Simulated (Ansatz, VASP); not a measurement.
# NaLu2OsO6 in VASP and in Ansatz

Contents of POSCAR:

```
NaLu2OsO6
1.0
    0.0000000000      3.9298360000      3.9298360000
    3.9298360000      0.0000000000      3.9298360000
    3.9298360000      3.9298360000      0.0000000000
Na Lu Os O
1 2 1 6
Direct
    0.5000000000      0.5000000000      0.5000000000
    0.2500000000      0.2500000000      0.2500000000
    0.7500000000      0.7500000000      0.7500000000
    0.0000000000      0.0000000000      0.0000000000
    0.7760000000      0.2240000000      0.2240000000
    0.2240000000      0.7760000000      0.2240000000
    0.2240000000      0.7760000000      0.7760000000
    0.7760000000      0.2240000000      0.7760000000
    0.2240000000      0.2240000000      0.7760000000
    0.7760000000      0.7760000000      0.2240000000
```

The input INCAR.step1:

```
SYSTEM = NaLu2OsO6
PREC = Accurate
ENCUT = 520
ISMEAR = -1
SIGMA = 0.1
LREAL = .FALSE.
LASPH = .TRUE.
NELM = 80
NBANDS = 62
GGA = PE
ALGO = Normal
EDIFF = 1E-4
LWAVE = .TRUE.
LCHARG = .FALSE.
```

File INCAR.step2:

```
SYSTEM = NaLu2OsO6
PREC = Accurate
ENCUT = 520
EDIFF = 1E-6
ISMEAR = -1
SIGMA = 0.1
LREAL = .FALSE.
LASPH = .TRUE.
NELM = 80
ALGO = Normal
ISIF = 2
LWAVE = .FALSE.
LCHARG = .FALSE.
METAGGA = R2SCAN
LMIXTAU = .TRUE.
NBANDS = 62
ISTART = 1
```

Contents of KPOINTS:

```
regular mesh
0
G
  8 8 8
  0 0 0
```

Input for Ansatz:

```yaml
crystal:
  lattice:
    - [0.0, 3.929836, 3.929836]
    - [3.929836, 0.0, 3.929836]
    - [3.929836, 3.929836, 0.0]
  atoms:
    - { symbol: Na, position: [0.5, 0.5, 0.5] }
    - { symbol: Lu, position: [0.25, 0.25, 0.25] }
    - { symbol: Lu, position: [0.75, 0.75, 0.75] }
    - { symbol: Os, position: [0.0, 0.0, 0.0] }
    - { symbol: O, position: [0.776, 0.224, 0.224] }
    - { symbol: O, position: [0.224, 0.776, 0.224] }
    - { symbol: O, position: [0.224, 0.776, 0.776] }
    - { symbol: O, position: [0.776, 0.224, 0.776] }
    - { symbol: O, position: [0.224, 0.224, 0.776] }
    - { symbol: O, position: [0.776, 0.776, 0.224] }
  symmetry: { tolerance: 0.0003 }
kpoints:
  mp_grid: { grid: [8, 8, 8], shift: [0, 0, 0] }
  band_path:
    path:
      - [0.0, 0.0, 0.0]
      - [0.5, 0.0, 0.5]
      - [0.625, 0.25, 0.625]
      - [0.375, 0.375, 0.75]
      - [0.0, 0.0, 0.0]
      - [0.5, 0.5, 0.5]
      - [0.5, 0.25, 0.75]
      - [0.5, 0.0, 0.5]
    npoints: 8
magnetization:
  spin_polarized: false
scf:
  occupations: { method: fermi_dirac }
  lower_state_search: "off"
  max_iter: 200
hamiltonian:
  pseudopotentials: { kind: paw }
  xc: r2scan
basis:
  ecutwfc: 500
  fft_grid_basis: typed
output:
  forces: true
  stress: true
  eigenvalues: true
  bader: true
  populations: true
  elf: true
  write_potential: true
  volumetric_format: npy
  dos:
    e_range: [-12, 8]
    de: 0.05
    projected: { site_lists: { Lu: [Lu], Na: [Na], O: [O], Os: [Os] } }
checkpoint:
  read: saved_state
```

Alike in both runs: task single point; functional r2SCAN; k mesh 8 × 8 × 8; no spin polarisation.

|  | VASP | Ansatz |
| --- | --- | --- |
| version | VASP 6.6.1 | Ansatz 0.2.0 |
| potentials or method | VASP PAW PBE potentials, release 64 (Na_pv, Lu, Os, O), cutoff 520 eV | PAW plane waves |
| occupations | fermi-dirac, width 0.1 eV | fermi-dirac |
| valence electrons in the cell | 101 | 111 |

Ansatz gave:

| Property | Result |
| --- | --- |
| pressure (GPa) | 19.5 |
| rms of the force components (eV/Å) | 3.308 |

**Question.** Estimate VASP's values.

**Answer.** Pressure (GPa): 22.5; rms of the force components (eV/Å): 3.589.

VASP's potentials were made for PBE, not for r2SCAN. Atom by atom the forces differ by 0.281 eV/Å (rms over components). VASP's potentials hold 101 valence electrons a cell and Ansatz's 111, so a difference there can come from the potentials and not from the codes.

Neither program's run includes spin-orbit coupling.
